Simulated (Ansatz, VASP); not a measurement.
**One calculation of BeCdF4, two programs**

```
Be Cd F
1.0
     3.04600    0.00000    0.00000
     0.00000    3.04600    0.00000
     0.00000    0.00000    8.37706
Be Cd F
1 1 4
Direct
  0.50000 0.50000 0.50000
  0.50000 0.50000 0.00000
  0.00000 0.00000 0.00000
  0.00000 0.00000 0.70521
  0.00000 0.00000 0.29479
  0.00000 0.00000 0.50000
```

Alike in both runs: task single point; functional PBE; k mesh 6 × 6 × 2; occupations gaussian, width 0.1 eV; collinear spin.

|  | VASP | Ansatz |
| --- | --- | --- |
| version | VASP 6.6.1 | Ansatz 0.2.0 |
| potentials or method | VASP PAW PBE potentials, release 64 (Be, Cd, F), cutoff 520 eV | scalar-relativistic, plane waves, PAW |
| valence electrons in the cell | 42 | 50 |

|  | VASP | Ansatz | Ansatz less VASP |
| --- | --- | --- | --- |
| gap on the k mesh at the Fermi level (eV) | none | none | - |
| pressure (GPa) | 16.9 | 16.6 | -0.33 |
| traceless stress, the component that is largest in VASP (GPa) | 25.02 | 25.66 | +0.645 |
| rms of the force components (eV/Å) | 1.919 | 1.921 | +0.0012 |
| net moment per atom (μB) | 0.14 | 0.14 | -0.001 |
| size of the moment on the site where the two differ most (μB) | 0.25 | 0.24 | -0.004 |

Site moments also hang on the region over which each program counts them. Atom by atom the forces differ by 0.001 eV/Å (rms over components). A gap of «none» marks a metal or a gap that the smearing closes. VASP's potentials hold 42 valence electrons a cell and Ansatz's 50, so a difference there can come from the potentials and not from the codes.

The k mesh is coarse, so the values compare programs but aren't converged.
